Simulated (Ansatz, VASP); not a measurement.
**MoS2: VASP beside Ansatz**

```
Mo S
1.0
     1.45690    0.84114    6.64891
    -1.45690    0.84114    6.64891
     0.00000   -1.68229    6.64891
Mo S
1 2
Direct
  0.00002 0.00002 0.00002
  0.75354 0.75354 0.75354
  0.57975 0.57975 0.57975
```

Alike in both runs: task single point; functional PBE; dispersion D3(BJ); k mesh 12 × 12 × 12; occupations gaussian, width 0.05 eV; no spin polarisation.

```csv
,VASP,Ansatz
version,VASP 6.6.1,Ansatz 0.2.0
potentials or method,"VASP PAW PBE potentials, release 64 (Mo_sv, S), cutoff 520 eV","scalar-relativistic, plane waves, PAW"
valence electrons in the cell,26,26
```

|  | VASP | Ansatz | Ansatz less VASP |
| --- | --- | --- | --- |
| gap on the k mesh at the Fermi level (eV) | 0.78 | 0.77 | -0.005 |
| least direct gap on the mesh (eV) | 1.39 | 1.39 | -0.002 |
| pressure (GPa) | 8.1 | 8.2 | +0.12 |
| traceless stress, the component that is largest in VASP (GPa) | -25.16 | -25.07 | +0.096 |
| rms of the force components (eV/Å) | 0.631 | 0.625 | -0.0060 |

Atom by atom the forces differ by 0.006 eV/Å (rms over components).
